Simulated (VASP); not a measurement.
Set up this calculation in VASP 6.6.1, as the native input.

| Item | Value |
| --- | --- |
| Task | relaxation of cell and atoms |
| Functional | PBEsol |
| Potentials or basis | VASP PAW PBE potentials, release 64 (Pt) |
| Cutoff | 600 eV |
| k mesh | 9 × 9 × 5 |
| Occupations | methfessel-paxton, width 0.05 eV |
| Spin | no spin polarisation |
| Target pressure | 20 GPa |
| Dipole correction | no |
| Further INCAR settings | ALGO = Normal; EDIFF = 1e-07; IBRION = 2; EDIFFG = -0.01; NSW = 80; ISIF = 3 |

The structure of Pt lies in POSCAR:

```
Pt
1.0
    2.7700000000      0.0000000000      0.0000000000
   -1.3850000000      2.3988903685      0.0000000000
    0.0000000000      0.0000000000      4.5234100000
Pt
2
Direct
    0.3333333333      0.6666666667      0.2500000000
    0.6666666667      0.3333333333      0.7500000000
```

These files were run (other wordings do the same):

INCAR

```
PREC = Accurate
ENCUT = 600
EDIFF = 1E-7
ISMEAR = 1
SIGMA = 0.05
LREAL = F
LASPH = T
NELM = 60
ALGO = Normal
ISIF = 3
LWAVE = F
LCHARG = F
GGA = PS
IBRION = 2
NSW = 80
EDIFFG = -0.01
PSTRESS = 200.0
```

KPOINTS

```
Automatic mesh
0
Gamma
  9 9 5
```

Potentials or basis: VASP PAW PBE potentials, release 64 (Pt).

Launch:

```bash
$ cat potpaw_PBE.64/Pt/POTCAR > POTCAR
$ mpirun -np 1 vasp_std > vasp.out
```

It gave:

The relaxed volume is 14.22 Å³/atom, the relaxed cell is a = 2.675 Å, b = 2.675 Å, c = 4.587 Å, α = 90.00°, β = 90.00°, γ = 120.00° and the space group after relaxing (to 0.05 Å) is P6_3/mmc (No. 194). The energy change on relaxing (the enthalpy is what falls) is +28.8 meV/atom, the ionic steps are 9 and the pressure after relaxing is 20.0 GPa. The band gap on the k mesh is zero (band 10 reaches 12.66 eV, above the bottom of band 11 at 11.46 eV).

Caveat: the cell is relaxed towards a set pressure, so the enthalpy falls and the energy may rise; the PAW data sets were made with another functional, which shifts forces and pressure a little; spin-orbit coupling is left out, which moves the levels of the heavy elements.

It took 2.1 min on 1 thread of Intel Xeon 8259CL, on a shared host, peak memory 0.17 GiB.
